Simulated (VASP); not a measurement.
# SnSe2 (Fm-3m) in VASP: settings compared

SnSe2 is run at these levels: PBE-based screened hybrid with 35 % exact exchange, PBE-based screened hybrid with 30 % exact exchange; tasks: single point.

Everything below comes from runs of VASP 6.6.1. Logs are shortened: lines on timing, memory, paths and dates and some standing lists are left out, and cuts for length are marked.

**1. The cell of the first run**

The structure is cubic, space group Fm-3m (No. 225). Conventional cell: a = 6.814 Å, b = 6.814 Å, c = 6.814 Å, α = 90.00°, β = 90.00°, γ = 90.00°. Sn (site symmetry m-3m) has 8 Se at 2.95 Å within 3.9 Å. Within 3.9 Å of Se (site symmetry -43m) lie 4 Sn at 2.95 Å and 6 Se at 3.41 Å.

**2. Single point, PBE-based screened hybrid with 35 % exact exchange**

Input file POSCAR:

```
SnSe2
1.0
    0.0000000000      3.4068553633      3.4068553633
    3.4068553633      0.0000000000      3.4068553633
    3.4068553633      3.4068553633      0.0000000000
Sn Se
1 2
Direct
    0.0000000000      0.0000000000      0.0000000000
    0.2500000000      0.2500000000      0.2500000000
    0.7500000000      0.7500000000      0.7500000000
```

Input file INCAR.step1:

```
SYSTEM = SnSe2
PREC = Accurate ; ENCUT = 520
EDIFF = 1E-5 ; ISMEAR = -1
SIGMA = 0.02 ; LREAL = .False.
LASPH = .True. ; NELM = 100
ALGO = Normal ; ISIF = 2
LWAVE = .True. ; LCHARG = .False.
NBANDS = 20 ; GGA = PE
```

Input file INCAR.step2:

```
SYSTEM = SnSe2
PREC = Accurate ; ENCUT = 520
EDIFF = 1E-7 ; ISMEAR = -1
SIGMA = 0.02 ; LREAL = .False.
LASPH = .True. ; NELM = 100
ALGO = Normal ; ISIF = 2
LWAVE = .False. ; LCHARG = .False.
GGA = PE ; LHFCALC = .True.
AEXX = 0.35 ; HFSCREEN = 0.3
PRECFOCK = Normal ; NBANDS = 20
ISTART = 1
```

Input file KPOINTS:

```
regular mesh
0
Gamma
  4 4 4
  0 0 0
```

Potentials or basis: VASP PAW PBE potentials, release 64 (Sn_d, Se).

The run is started by

```console
> cat potpaw_PBE.64/Sn_d/POTCAR potpaw_PBE.64/Se/POTCAR > POTCAR
> cp INCAR.step1 INCAR
> mpirun -np 1 vasp_std > vasp.out
> cp INCAR.step2 INCAR
> mpirun -np 1 vasp_std > vasp.out
```

OUTCAR:

```text
SYSTEM = SnSe2
   PREC = Accurate
   ENCUT = 520
   EDIFF = 1E-7
   ISMEAR = -1
   LREAL = .False.
   LASPH = .True.
   NELM = 100
   ISIF = 2
   GGA = PE
   LHFCALC = .True.
   AEXX = 0.35
   HFSCREEN = 0.3
   PRECFOCK = Normal
   ISTART = 1

 ion  position               nearest neighbor table
   1  0.000  0.000  0.000-   3 2.95   3 2.95   3 2.95   2 2.95   3 2.95   2 2.95   2 2.95   2 2.95

   2  0.250  0.250  0.250-   1 2.95   1 2.95   1 2.95   1 2.95
   3  0.750  0.750  0.750-   1 2.95   1 2.95   1 2.95   1 2.95

  LATTYP: Found a face centered cubic cell.
 ALAT       =     6.8137107266

  Lattice vectors:

 A1 = (   0.0000000000,   3.4068553633,   3.4068553633)
 A2 = (   3.4068553633,   0.0000000000,   3.4068553633)
 A3 = (   3.4068553633,   3.4068553633,   0.0000000000)

Analysis of symmetry for initial positions (statically):
=====================================================================
 Subroutine PRICEL returns:
 Original cell was already a primitive cell.

 Routine SETGRP: Setting up the symmetry group for a
 face centered cubic supercell.

 Subroutine GETGRP returns: Found 48 space group operations
 (whereof 48 operations were pure point group operations)
 out of a pool of 48 trial point group operations.

The static configuration has the point symmetry O_h .

Analysis of symmetry for dynamics (positions and initial velocities):
=====================================================================
 Subroutine PRICEL returns:
 Original cell was already a primitive cell.

 Routine SETGRP: Setting up the symmetry group for a
 face centered cubic supercell.

 Subroutine GETGRP returns: Found 48 space group operations
 (whereof 48 operations were pure point group operations)
 out of a pool of 48 trial point group operations.

The dynamic configuration has the point symmetry O_h .

 Subroutine INISYM returns: Found 48 space group operations
 (whereof 48 operations are pure point group operations),
 and found     1 'primitive' translations

----------------------------------------------------------------------------------------

                                     Primitive cell

  volume of cell :      79.0844

  direct lattice vectors                    reciprocal lattice vectors
     0.000000000  3.406855363  3.406855363    -0.146762908  0.146762908  0.146762908
     3.406855363  0.000000000  3.406855363     0.146762908 -0.146762908  0.146762908
     3.406855363  3.406855363  0.000000000     0.146762908  0.146762908 -0.146762908

  length of vectors
     4.818021060  4.818021060  4.818021060     0.254200813  0.254200813  0.254200813

  position of ions in fractional coordinates (direct lattice)
     0.000000000  0.000000000  0.000000000
     0.250000000  0.250000000  0.250000000
     0.750000000  0.750000000  0.750000000

  ion indices of the primitive-cell ions
   primitive index   ion index
                 1           1
                 2           2
                 3           3

----------------------------------------------------------------------------------------

 KPOINTS: regular mesh

Automatic generation of k-mesh.
 Grid dimensions read from file:
 generate k-points for:    4    4    4

 Generating k-lattice:

  Cartesian coordinates                     Fractional coordinates (reciprocal lattice)
    -0.036690727  0.036690727  0.036690727     0.250000000  0.000000000  0.000000000
     0.036690727 -0.036690727  0.036690727     0.000000000  0.250000000  0.000000000
     0.036690727  0.036690727 -0.036690727     0.000000000  0.000000000  0.250000000

  Length of vectors
     0.063550203  0.063550203  0.063550203

  Shift w.r.t. Gamma in fractional coordinates (k-lattice)
     0.000000000  0.000000000  0.000000000

 Subroutine IBZKPT returns following result:
 ===========================================

 Found      8 irreducible k-points:

 Following reciprocal coordinates:
            Coordinates               Weight
  0.000000  0.000000  0.000000      1.000000
  0.250000  0.000000  0.000000      8.000000
  0.500000  0.000000  0.000000      4.000000
  0.250000  0.250000  0.000000      6.000000
  0.500000  0.250000  0.000000     24.000000
 -0.250000  0.250000  0.000000     12.000000
  0.500000  0.500000  0.000000      3.000000
 -0.250000  0.500000  0.250000      6.000000
   k-points           NKPTS =      8   k-points in BZ     NKDIM =     64   number of bands    NBANDS=     20
   number of dos      NEDOS =    301   number of ions     NIONS =      3
   total plane-waves  NPLWV =  46656
   dimension x,y,z NGX =    36 NGY =   36 NGZ =   36
   dimension x,y,z NGXF=    72 NGYF=   72 NGZF=   72
   ions per type =               1   2
   NGX,Y,Z   is equivalent  to a cutoff of  12.42, 12.42, 12.42 a.u.
   NGXF,Y,Z  is equivalent  to a cutoff of  24.84, 24.84, 24.84 a.u.
 SYSTEM =  SnSe2
   PREC   = accura    normal or accurate (medium, high low for compatibility)
   ISTART =      1    job   : 0-new  1-cont  2-samecut
   ICHARG =      0    charge: 1-file 2-atom 10-const
   ISPIN  =      1    spin polarized calculation?
   LNONCOLLINEAR =      F non collinear calculations
   LSORBIT =      F    spin-orbit coupling
   LASPH  =      T    aspherical Exc in radial PAW
   ENCUT  =  520.0 eV  38.22 Ry    6.18 a.u.   8.96  8.96  8.96*2*pi/ulx,y,z
   NELM   =    100;   NELMIN=  2; NELMDL=  0     # of ELM steps
   EDIFF  = 0.1E-06   stopping-criterion for ELM
   LREAL  =      F    real-space projection
   EDIFFG = 0.1E-05   stopping-criterion for IOM
   NSW    =      0    number of steps for IOM
   IBRION =     -1    ionic relax: 0-MD 1-quasi-New 2-CG
   NFREE  =      0    steps in history (QN), initial steepest desc. (CG)
   ISIF   =      2    stress and relaxation
   ISYM   =      3    0-nonsym 1-usesym 2-fastsym
   POTIM  = 0.5000    time-step for ionic-motion
   TEBEG  =    0.0;   TEEND  =   0.0 temperature during run
   PSTRESS=    0.0 pullay stress
   NELECT =      26.0000    total number of electrons
   NUPDOWN=      -1.0000    fix difference up-down
   EMIN   =  10.00;   EMAX   =-10.00  energy-range for DOS
   EFERMI =   0.00;   METHOD = LEGACY
   ISMEAR =    -1;   SIGMA  =   0.02  broadening in eV -4-tet -1-fermi 0-gaus
   EFERMI_NEDOS =   21; number of points for ismear=-14 and -15
   IALGO  =     38    algorithm
   IMIX   =      1    mixing-type and parameters
     AMIX     =   0.40;   BMIX     =  1.00
     AMIX_MAG =   1.60;   BMIX_MAG =  1.00
  volume/ion in A,a.u.               =      26.36       177.90
  Fermi-wavevector in a.u.,A,eV,Ry     =   1.129888  2.135180 17.369851  1.276648
  Thomas-Fermi vector in A             =   2.266583
   LORBIT       =      0    0 simple, 1 ext, 2 COOP (PROOUT), +10 PAW based schemes
   GGA     = PE    functional components
   LHFCALC =     T    Hartree Fock is set to
   PRECFOCK=normal    Normal, Fast or Accurate (Low or Medium for compatibility)
   ENCUT4O =  -1.0   cutoff for four orbital integrals eV
   NKREDX  =     1    reduce k-point grid by
   NKREDY  =     1    reduce k-point grid by
   NKREDZ  =     1    reduce k-point grid by
   AEXX    =    0.3500 exact exchange contribution
   HFSCREEN=    0.3000 screening length (either q_TF or 0.3 A-1)
   HFSCREENC=   0.3000 screening length for correlation (either q_TF or 0.3 A-1)
   ENCUTFOCK=  -1.0 apply spherical cutoff to Coloumb kernel
   IVDW    =     0    specifies the selected vdW correction
   LEPSILON=     F    determine dielectric tensor
   LRPA    =     F    only Hartree local field effects (RPA)
 non-spin polarized calculation
  energy-cutoff  :      520.00
  volume of cell :       79.08
 maximum number of plane-waves:      2148
  NGX = 28; NGY = 28; NGZ = 28

 number of electron      26.0000002 magnetization

 Free energy of the ion-electron system (eV)
  ---------------------------------------------------
  ext. energy  EPLUGINS =         0.00000000
  ---------------------------------------------------
  free energy    TOTEN  =       -13.01200480 eV

  energy without entropy =      -13.00609637  energy(sigma->0) =      -13.00905058

 E-fermi :   4.3955     XC(G=0):  -7.4250

 val. band max:        4.3876842843   @ k =   0.5000   0.5000   0.0000
 cond. band min:       4.4508620226   @ k =   0.5000   0.2500   0.0000
 fundamental gap:      0.0631777384
 Fermi energy:         4.3955351724

 k-point     1 :       0.0000    0.0000    0.0000
  band No.  band energies     occupation
      1     -20.3919      2.00000
      2     -20.3919      2.00000
      3     -20.3919      2.00000
      4     -20.3644      2.00000
      5     -20.3644      2.00000
      6     -11.7093      2.00000
[... 12 lines left out ...]
     19      10.8659      0.00000
     20      11.6416      0.00000

 k-point     2 :       0.2500    0.0000    0.0000
  band No.  band energies     occupation
      1     -20.3946      2.00000
      2     -20.3897      2.00000
      3     -20.3897      2.00000
      4     -20.3642      2.00000
      5     -20.3642      2.00000
      6     -11.2610      2.00000
[... 12 lines left out ...]
     19      12.3495      0.00000
     20      13.0624      0.00000

 k-point     3 :       0.5000    0.0000    0.0000
  band No.  band energies     occupation
      1     -20.3976      2.00000
      2     -20.3878      2.00000
      3     -20.3878      2.00000
      4     -20.3638      2.00000
      5     -20.3638      2.00000
      6     -10.1593      2.00000
[... 12 lines left out ...]
     19      12.7563      0.00000
     20      12.7563      0.00000

 k-point     4 :       0.2500    0.2500    0.0000
  band No.  band energies     occupation
      1     -20.3981      2.00000
      2     -20.3876      2.00000
      3     -20.3876      2.00000
      4     -20.3654      2.00000
      5     -20.3632      2.00000
      6     -11.1453      2.00000
[... 12 lines left out ...]
     19      13.0088      0.00000
     20      13.6859      0.00000

 k-point     5 :       0.5000    0.2500    0.0000
  band No.  band energies     occupation
      1     -20.3982      2.00000
      2     -20.3882      2.00000
      3     -20.3854      2.00000
      4     -20.3652      2.00000
      5     -20.3630      2.00000
      6     -10.3525      2.00000
[... 12 lines left out ...]
     19      13.2698      0.00000
     20      14.2721      0.00000

 k-point     6 :      -0.2500    0.2500    0.0000
  band No.  band energies     occupation
      1     -20.3941      2.00000
      2     -20.3910      2.00000
      3     -20.3874      2.00000
      4     -20.3642      2.00000
      5     -20.3640      2.00000
      6     -10.6039      2.00000
[... 12 lines left out ...]
     19      13.7791      0.00000
     20      14.3996      0.00000

 k-point     7 :       0.5000    0.5000    0.0000
  band No.  band energies     occupation
      1     -20.4043      2.00000
      2     -20.3833      2.00000
      3     -20.3833      2.00000
      4     -20.3664      2.00000
      5     -20.3620      2.00000
      6     -10.3573      2.00000
[... 12 lines left out ...]
     19      12.6911      0.00000
     20      13.7358      0.00000

 k-point     8 :      -0.2500    0.5000    0.2500
  band No.  band energies     occupation
      1     -20.3939      2.00000
      2     -20.3939      2.00000
      3     -20.3833      2.00000
      4     -20.3653      2.00000
      5     -20.3631      2.00000
      6      -9.8721      2.00000
[... 12 lines left out ...]
     19      14.0745      0.00000
     20      14.0745      0.00000

------------------------ aborting loop because EDIFF is reached ----------------------------------------

  FORCE on cell =-STRESS in cart. coord.  units (eV):
  Direction    XX          YY          ZZ          XY          YZ          ZX
  --------------------------------------------------------------------------------------
  -------------------------------------------------------------------------------------
  Total       -0.9348783     -0.9348783     -0.9348783      0.0000000      0.0000000      0.0000000
  in kB      -18.9397650    -18.9397650    -18.9397650      0.0000000      0.0000000      0.0000000
  external PRESSURE =     -18.9397650 kB  Pullay stress =       0.0000000 kB

 VOLUME and BASIS-vectors are now :
 -----------------------------------------------------------------------------
  energy-cutoff  :      520.00
  volume of cell :       79.08
      direct lattice vectors                 reciprocal lattice vectors
     0.000000000  3.406855363  3.406855363    -0.146762908  0.146762908  0.146762908
     3.406855363  0.000000000  3.406855363     0.146762908 -0.146762908  0.146762908
     3.406855363  3.406855363  0.000000000     0.146762908  0.146762908 -0.146762908

 POSITION                                       TOTAL-FORCE (eV/Angst)
 -----------------------------------------------------------------------------------
      0.00000      0.00000      0.00000        -0.000000     -0.000000     -0.000000
      1.70343      1.70343      1.70343         0.000000     -0.000000     -0.000000
      5.11028      5.11028      5.11028         0.000000      0.000000      0.000000
 -----------------------------------------------------------------------------------
    total drift:                               -0.000001     -0.000001     -0.000001

  FREE ENERGIE OF THE ION-ELECTRON SYSTEM (eV)
  ---------------------------------------------------
  free  energy   TOTEN  =       -13.0120047994 eV

  energy  without entropy=      -13.0060963691  energy(sigma->0) =      -13.00905058
```

It took 54 min on 1 thread of AMD EPYC 7R43 (Zen 3), shared host; peak memory 0.29 GiB.

Results:

| Quantity | Value |
| --- | --- |
| Free energy | -13.0120 eV |
| Pressure | -1.9 GPa |
| Band gap on the k mesh | zero (bands 13 and 14 overlap by 2.13 eV) |

Caveat: the k points lie up to 0.40 Å⁻¹ apart, too coarse for converged energies and pressures of a metal; the structure was generated, so it needn't be the stable form of SnSe2; the PAW data sets were made with another functional, which shifts forces and pressure a little; spin-orbit coupling is left out, which moves the levels of the heavy elements.

(Part 1 of 2 ends here.)

The gap in the log of VASP goes by the Fermi energy; the results here count the filled bands.